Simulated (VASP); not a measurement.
**BN: single point with LDA**

The system is BN.

```xyz
4
Lattice="2.5040 0.0000 0.0000 -1.2520 2.1685 0.0000 0.0000 0.0000 6.6612" Properties=species:S:1:pos:R:3 pbc="T T T"
B     0.0000    1.4457    1.6653
B     1.2520    0.7228    4.9959
N    -0.3789    1.2269    4.9959
N     0.8731    0.5041    1.6653
```

This cell differs from its parent crystal: all N atoms moved +0.438 Å, as atom 3 towards its neighbour atom 2 (B) at 1.446 Å.

```json
{"Program": "VASP 6.6.1", "Task": "single point", "Functional": "LDA", "Potentials or basis": "VASP PAW LDA potentials, release 64 (B, N)", "Cutoff": "520 eV", "k mesh": "12 × 12 × 4", "Occupations": "gaussian, width 0.05 eV", "Spin": "no spin polarisation"}
```

The pressure is 77.0 GPa, the largest force is 48.872 eV/Å and the band gap on the k mesh is 1.56 eV, indirect (least direct gap 3.09 eV).

Forces in eV/Å, atoms in the order of the input:
```
B    -4.561  -2.633   0.000
B   -42.312 -24.429   0.000
N    42.324  24.436   0.000
N     4.550   2.627   0.000
```

Stress tensor (GPa, compression positive):
```
155.18  67.70   0.00
 67.70  77.01   0.00
  0.00   0.00  -1.08
```

Levels at points of the mesh, in eV from the valence-band top:
```tsv
k point	band 4	band 5	band 6	band 7	band 8	band 9	band 10	band 11	band 12	band 13
(0.00, 0.00, 0.00)	-7.71	-6.51	-6.44	-0.60	0.00	3.09	7.07	7.10	8.07	9.21
(0.50, 0.00, 0.00)	-9.77	-9.01	-4.76	-4.45	-3.36	2.82	6.56	7.57	8.36	9.87
(0.00, 0.50, 0.00)	-10.03	-5.36	-4.46	-3.40	-2.45	1.57	4.31	4.59	5.68	10.22
(0.00, 0.00, 0.50)	-7.59	-7.54	-6.44	-0.61	0.00	4.99	5.36	7.10	7.39	9.78
(0.50, 0.00, 0.50)	-9.79	-9.01	-4.76	-4.37	-3.34	2.54	5.92	8.04	8.66	10.54
(0.00, 0.50, 0.50)	-10.04	-5.37	-4.37	-3.39	-2.52	1.57	4.30	4.66	5.16	11.07
```

It took 55 s on 1 thread of Intel Xeon 6975P-C (shared host), peak memory 0.18 GiB.

Caveat: the cell differs from its parent crystal (all N atoms moved +0.438 Å, as atom 3 towards its neighbour atom 2 (B) at 1.446 Å); forces of over 1 eV/Å act on the atoms, so gaps and moduli don't describe the material at rest. A k mesh can miss the band edges.
